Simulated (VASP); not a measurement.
SnSe2:

```
Sn Se
1.0
     3.81100    0.00000    0.00000
    -1.90550    3.30042    0.00000
     0.00000    0.00000    6.13600
Sn Se
1 2
Direct
  0.00000 0.00000 0.00000
  0.66667 0.33333 0.75100
  0.33333 0.66667 0.24900
```

```yaml
Program: VASP 6.6.1
Task: relaxation of cell and atoms
Functional: r2SCAN
Dispersion: rVV10
Potentials_or_basis: VASP PAW PBE potentials, release 64 (Sn_d, Se)
Cutoff: 600 eV
k_mesh: 8 × 8 × 5
Occupations: fermi-dirac, width 0.05 eV
Spin: no spin polarisation
```

At the start: pressure 2.9 GPa; volume 25.73 Å³/atom.

Question: Where does the relaxation end?

Answer: Over 7 steps the energy falls by 11.6 meV/atom and the volume is 26.47 Å³/atom (+2.9 %); space group P-3m1 (No. 164, to 0.1 Å) before and after.

Step by step:
| step | energy change (eV) | largest force (eV/Å) | pressure (GPa) | volume (Å³) |
| --- | --- | --- | --- | --- |
| 1 | 0.0000 | 0.5803 | 2.90 | 77.18 |
| 2 | -0.0047 | 0.3698 | -2.69 | 82.50 |
| 3 | -0.0330 | 0.0621 | -0.22 | 79.86 |
| 4 | -0.0330 | 0.0717 | -0.16 | 79.81 |
| 5 | -0.0344 | 0.0328 | -0.05 | 79.56 |
| 6 | -0.0347 | 0.0109 | 0.01 | 79.42 |
| 7 | -0.0347 | 0.0090 | 0.02 | 79.41 |

Final structure:
```cif
data_structure
_symmetry_space_group_name_H-M 'P 1'
_symmetry_Int_Tables_number 1
_cell_length_a 3.8289
_cell_length_b 3.8289
_cell_length_c 6.2546
_cell_angle_alpha 90.000
_cell_angle_beta 90.000
_cell_angle_gamma 120.000
_cell_volume 79.41
loop_
_atom_site_label
_atom_site_type_symbol
_atom_site_fract_x
_atom_site_fract_y
_atom_site_fract_z
_atom_site_occupancy
Sn1 Sn 0.00000 0.00000 0.00000 1
Se1 Se 0.66667 0.33333 0.74782 1
Se2 Se 0.33333 0.66667 0.25218 1
```

Caveat: the PAW data sets were made with another functional, which shifts forces and pressure a little.
